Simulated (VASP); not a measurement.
# Hg3P2 (R-3m) in VASP: density of states with PBE

Aim: the density of states of Hg3P2 with PBE.

Program: VASP 6.6.1. These are calculated values, not measurements. Logs are shortened: lines on timing, memory, paths and dates and some standing lists are left out, and cuts for length are marked.

### Step 1. The cell of the first run

Symmetry: R-3m, No. 166, trigonal system. Conventional cell: a = 7.237 Å, b = 7.237 Å, c = 10.798 Å, α = 90.00°, β = 90.00°, γ = 120.00°. Hg (site symmetry 2/m) has 2 P at 2.45 Å within 3.2 Å. Within 3.2 Å of P (site symmetry 3m) lie 3 Hg at 2.45 Å.

### Step 2. Density of states, PBE

POSCAR

```
Hg3P2
1.0
    3.6187273446      2.0892732065      3.5992202581
   -3.6187273446      2.0892732065      3.5992202581
    0.0000000000     -4.1785464130      3.5992202581
Hg P
3 2
Direct
    0.5000000000      0.0000000000      0.0000000000
    0.0000000000      0.5000000000      0.0000000000
    0.0000000000      0.0000000000      0.5000000000
    0.2843539437      0.2843539437      0.2843539437
    0.7156460563      0.7156460563      0.7156460563
```

INCAR.step1

```
PREC = Accurate
ENCUT = 520
EDIFF = 1E-6
ISMEAR = 0
SIGMA = 0.02
LREAL = F
LASPH = T
NELM = 100
ALGO = Normal
ISIF = 2
LWAVE = F
LCHARG = T
GGA = PE
NBANDS = 31
```

KPOINTS.step1

```
regular mesh
0
Gamma
  6 6 6
```

INCAR.step2

```
PREC = Accurate
ENCUT = 520
EDIFF = 1E-6
ISMEAR = -5
SIGMA = 0.02
LREAL = F
LASPH = T
NELM = 100
ALGO = Normal
ISIF = 2
LWAVE = F
LCHARG = F
GGA = PE
LORBIT = 11
NEDOS = 1001
ICHARG = 11
```

KPOINTS.step2

```
regular mesh
0
Gamma
  9 9 9
```

Potentials or basis: VASP PAW PBE potentials, release 64 (Hg, P).

Command:

```
cat potpaw_PBE.64/Hg/POTCAR potpaw_PBE.64/P/POTCAR > POTCAR
cp INCAR.step1 INCAR
cp KPOINTS.step1 KPOINTS
mpirun -np 1 vasp_std > vasp.out
cp INCAR.step2 INCAR
cp KPOINTS.step2 KPOINTS
mpirun -np 1 vasp_std > vasp.out
```

OUTCAR:

```text
PREC = Accurate
   ENCUT = 520
   EDIFF = 1E-6
   ISMEAR = -5
   LREAL = F
   LASPH = T
   NELM = 100
   ISIF = 2
   GGA = PE
   LORBIT = 11
   ICHARG = 11

 ion  position               nearest neighbor table
   1  0.500  0.000  0.000-   4 2.45   5 2.45   3 3.62   3 3.62   2 3.62   2 3.62
   2  0.000  0.500  0.000-   4 2.45   5 2.45   3 3.62   3 3.62   1 3.62   1 3.62
   3  0.000  0.000  0.500-   4 2.45   5 2.45   1 3.62   2 3.62   2 3.62   1 3.62
   4  0.284  0.284  0.284-   3 2.45   2 2.45   1 2.45
   5  0.716  0.716  0.716-   3 2.45   2 2.45   1 2.45

  LATTYP: Found a trigonal (rhomboedric) cell.
 ALAT       =     5.5149466536
 COS(alpha) =     0.1388890967

  Lattice vectors:

 A1 = (   3.6187273446,   2.0892732065,   3.5992202581)
 A2 = (  -3.6187273446,   2.0892732065,   3.5992202581)
 A3 = (   0.0000000000,  -4.1785464130,   3.5992202581)

Analysis of symmetry for initial positions (statically):
=====================================================================
 Subroutine PRICEL returns:
 Original cell was already a primitive cell.

 Routine SETGRP: Setting up the symmetry group for a
 trigonal (rhombohedral) supercell.

 Subroutine GETGRP returns: Found 12 space group operations
 (whereof 12 operations were pure point group operations)
 out of a pool of 12 trial point group operations.

The static configuration has the point symmetry D_3d.

Analysis of symmetry for dynamics (positions and initial velocities):
=====================================================================
 Subroutine PRICEL returns:
 Original cell was already a primitive cell.

 Routine SETGRP: Setting up the symmetry group for a
 trigonal (rhombohedral) supercell.

 Subroutine GETGRP returns: Found 12 space group operations
 (whereof 12 operations were pure point group operations)
 out of a pool of 12 trial point group operations.

The dynamic configuration has the point symmetry D_3d.

 Subroutine INISYM returns: Found 12 space group operations
 (whereof 12 operations are pure point group operations),
 and found     1 'primitive' translations

----------------------------------------------------------------------------------------

                                     Primitive cell

  volume of cell :     163.2716

  direct lattice vectors                    reciprocal lattice vectors
     3.618727345  2.089273207  3.599220258     0.138170122  0.079772557  0.092612652
    -3.618727345  2.089273207  3.599220258    -0.138170122  0.079772557  0.092612652
     0.000000000 -4.178546413  3.599220258     0.000000000 -0.159545115  0.092612652

  length of vectors
     5.514946654  5.514946654  5.514946654     0.184476955  0.184476955  0.184476955

  position of ions in fractional coordinates (direct lattice)
     0.500000000  1.000000000  0.000000000
     1.000000000  0.500000000  0.000000000
     0.000000000  0.000000000  0.500000000
     0.284353944  0.284353944  0.284353944
     0.715646056  0.715646056  0.715646056

  ion indices of the primitive-cell ions
   primitive index   ion index
                 1           1
                 2           2
                 3           3
                 4           4
                 5           5

----------------------------------------------------------------------------------------

 KPOINTS: regular mesh

Automatic generation of k-mesh.
 Grid dimensions read from file:
 generate k-points for:    9    9    9

 Generating k-lattice:

  Cartesian coordinates                     Fractional coordinates (reciprocal lattice)
     0.015352236  0.008863617  0.010290295     0.111111111  0.000000000 -0.000000000
    -0.015352236  0.008863617  0.010290295     0.000000000  0.111111111 -0.000000000
     0.000000000 -0.017727235  0.010290295    -0.000000000 -0.000000000  0.111111111

  Length of vectors
     0.020497439  0.020497439  0.020497439

  Shift w.r.t. Gamma in fractional coordinates (k-lattice)
     0.000000000  0.000000000  0.000000000

 TETIRR: Found    369 inequivalent tetrahedra from     4374

 Subroutine IBZKPT returns following result:
 ===========================================

 Found     85 irreducible k-points:

 Following reciprocal coordinates:
            Coordinates               Weight
  0.000000  0.000000  0.000000      1.000000
  0.111111 -0.000000  0.000000      6.000000
  0.222222 -0.000000  0.000000      6.000000
  0.333333  0.000000  0.000000      6.000000
  0.444444 -0.000000  0.000000      6.000000
  0.111111  0.111111  0.000000      6.000000
[... 16 lines left out ...]
 -0.333333  0.333333  0.000000      6.000000
  0.444444  0.444444  0.000000      6.000000
 [... further k-points ...]
   k-points           NKPTS =     85   k-points in BZ     NKDIM =     85   number of bands    NBANDS=     27
   number of dos      NEDOS =   1001   number of ions     NIONS =      5
   total plane-waves  NPLWV =  74088
   dimension x,y,z NGX =    42 NGY =   42 NGZ =   42
   dimension x,y,z NGXF=    84 NGYF=   84 NGZF=   84
   ions per type =               3   2
   NGX,Y,Z   is equivalent  to a cutoff of  12.66, 12.66, 12.66 a.u.
   NGXF,Y,Z  is equivalent  to a cutoff of  25.32, 25.32, 25.32 a.u.
 SYSTEM =  unknown system
   PREC   = accura    normal or accurate (medium, high low for compatibility)
   ISTART =      0    job   : 0-new  1-cont  2-samecut
   ICHARG =     11    charge: 1-file 2-atom 10-const
   ISPIN  =      1    spin polarized calculation?
   LNONCOLLINEAR =      F non collinear calculations
   LSORBIT =      F    spin-orbit coupling
   LASPH  =      T    aspherical Exc in radial PAW
   ENCUT  =  520.0 eV  38.22 Ry    6.18 a.u.  10.25 10.25 10.25*2*pi/ulx,y,z
   NELM   =    100;   NELMIN=  2; NELMDL=  0     # of ELM steps
   EDIFF  = 0.1E-05   stopping-criterion for ELM
   LREAL  =      F    real-space projection
   EDIFFG = 0.1E-04   stopping-criterion for IOM
   NSW    =      0    number of steps for IOM
   IBRION =     -1    ionic relax: 0-MD 1-quasi-New 2-CG
   NFREE  =      0    steps in history (QN), initial steepest desc. (CG)
   ISIF   =      2    stress and relaxation
   ISYM   =      2    0-nonsym 1-usesym 2-fastsym
   POTIM  = 0.5000    time-step for ionic-motion
   TEBEG  =    0.0;   TEEND  =   0.0 temperature during run
   PSTRESS=    0.0 pullay stress
   NELECT =      46.0000    total number of electrons
   NUPDOWN=      -1.0000    fix difference up-down
   EMIN   =  10.00;   EMAX   =-10.00  energy-range for DOS
   EFERMI =   0.00;   METHOD = LEGACY
   ISMEAR =    -5;   SIGMA  =   0.02  broadening in eV -4-tet -1-fermi 0-gaus
   EFERMI_NEDOS =   21; number of points for ismear=-14 and -15
   IALGO  =     38    algorithm
   IMIX   =      4    mixing-type and parameters
     AMIX     =   0.40;   BMIX     =  1.00
     AMIX_MAG =   1.60;   BMIX_MAG =  1.00
  volume/ion in A,a.u.               =      32.65       220.36
  Fermi-wavevector in a.u.,A,eV,Ry     =   1.073224  2.028100 15.671333  1.151811
  Thomas-Fermi vector in A             =   2.209017
   LORBIT       =     11    0 simple, 1 ext, 2 COOP (PROOUT), +10 PAW based schemes
   GGA     = PE    functional components
   LHFCALC =     F    Hartree Fock is set to
   AEXX    =    0.0000 exact exchange contribution
   IVDW    =     0    specifies the selected vdW correction
   LEPSILON=     F    determine dielectric tensor
   LRPA    =     F    only Hartree local field effects (RPA)
 non-spin polarized calculation
 Fermi weights with tetrahedron method with Bloechl corrections
  energy-cutoff  :      520.00
  volume of cell :      163.27
 maximum number of plane-waves:      4429
 NGX is ok and might be reduce to    42

 number of electron      45.9999994 magnetization

 Free energy of the ion-electron system (eV)
  ---------------------------------------------------
  ext. energy  EPLUGINS =         0.00000000
  ---------------------------------------------------
  free energy    TOTEN  =       -10.77858484 eV

  energy without entropy =      -10.77858484  energy(sigma->0) =      -10.77858484

 E-fermi :   0.3555     XC(G=0):  -8.2536

 val. band max:        0.3466579509   @ k =  -0.4444   0.4444   0.0000
 cond. band min:       2.1792150676   @ k =   0.0000   0.0000   0.0000
 fundamental gap:      1.8325571167
 Fermi energy:         0.3555315916

 k-point     1 :       0.0000    0.0000    0.0000
  band No.  band energies     occupation
      1     -10.5401      2.00000
      2      -8.5118      2.00000
      3      -6.8802      2.00000
      4      -6.8802      2.00000
      5      -6.3867      2.00000
      6      -6.0804      2.00000
[... 19 lines left out ...]
     26       2.8413      0.00000
     27       4.2093      0.00000

 k-point     2 :       0.1111   -0.0000    0.0000
  band No.  band energies     occupation
      1     -10.5034      2.00000
      2      -8.6323      2.00000
      3      -6.8624      2.00000
      4      -6.7649      2.00000
      5      -6.3691      2.00000
      6      -6.0738      2.00000
[... 19 lines left out ...]
     26       3.0736      0.00000
     27       4.2396      0.00000

 k-point     3 :       0.2222   -0.0000    0.0000
  band No.  band energies     occupation
      1     -10.3963      2.00000
      2      -8.9102      2.00000
      3      -6.8147      2.00000
      4      -6.5188      2.00000
      5      -6.3201      2.00000
      6      -6.0548      2.00000
[... 594 lines left out ...]
      1      -9.7860      2.00000
      2      -9.7603      2.00000
      3      -6.6814      2.00000
      4      -6.1736      2.00000
      5      -6.0789      2.00000
      6      -6.0634      2.00000
[... 19 lines left out ...]
     26       3.5518      0.00000
     27       4.0784      0.00000

 k-point    24 :       0.4444    0.4444    0.0000
  band No.  band energies     occupation
      1     -10.0464      2.00000
      2      -9.4057      2.00000
      3      -6.7476      2.00000
      4      -6.2587      2.00000
      5      -6.1038      2.00000
      6      -5.9708      2.00000
[... 19 lines left out ...]
     26       3.2992      0.00000
     27       3.3866      0.00000

 [... further k-points ...]
[... 5 lines left out ...]
  --------------------------------------------------------------------------------------
  -------------------------------------------------------------------------------------
  Total        0.2080553      0.2080553      0.1338599      0.0000000      0.0000000      0.0000000
  in kB        2.0416378      2.0416378      1.3135609      0.0000000      0.0000000      0.0000000
  external PRESSURE =       1.7989455 kB  Pullay stress =       0.0000000 kB

 VOLUME and BASIS-vectors are now :
 -----------------------------------------------------------------------------
  energy-cutoff  :      520.00
  volume of cell :      163.27
      direct lattice vectors                 reciprocal lattice vectors
     3.618727345  2.089273207  3.599220258     0.138170122  0.079772557  0.092612652
    -3.618727345  2.089273207  3.599220258    -0.138170122  0.079772557  0.092612652
     0.000000000 -4.178546413  3.599220258     0.000000000 -0.159545115  0.092612652

 POSITION                                       TOTAL-FORCE (eV/Angst)
 -----------------------------------------------------------------------------------
      1.80936      1.04464      1.79961        -0.000000      0.000000     -0.000000
     -1.80936      1.04464      1.79961         0.000000      0.000000     -0.000000
      0.00000     -2.08927      1.79961         0.000000     -0.000000     -0.000000
      0.00000      0.00000      3.07036        -0.000000      0.000000      0.073957
      0.00000      0.00000      7.72730        -0.000000      0.000000     -0.073957
 -----------------------------------------------------------------------------------
    total drift:                               -0.000000      0.000000     -0.000000

  FREE ENERGIE OF THE ION-ELECTRON SYSTEM (eV)
  ---------------------------------------------------
  free  energy   TOTEN  =       -10.7785848351 eV

  energy  without entropy=      -10.7785848351  energy(sigma->0) =      -10.77858484

 total charge

# of ion       s       p       d       tot
------------------------------------------
    1        0.883   0.337   9.305  10.525
    2        0.883   0.337   9.305  10.525
    3        0.883   0.337   9.305  10.525
    4        1.077   1.373   0.000   2.449
    5        1.077   1.373   0.000   2.449
--------------------------------------------------
tot          4.803   3.756  27.915  36.474
```

It took 2.6 min on 1 thread of AMD EPYC 9R45 (Zen 5), shared host; peak memory 0.42 GiB.

What came out:

| Property | Result |
| --- | --- |
| Valence electrons inside the program's atomic spheres | Hg 10.53; P 2.45 |

Caveat: spin-orbit coupling is left out, which moves the levels of the heavy elements.
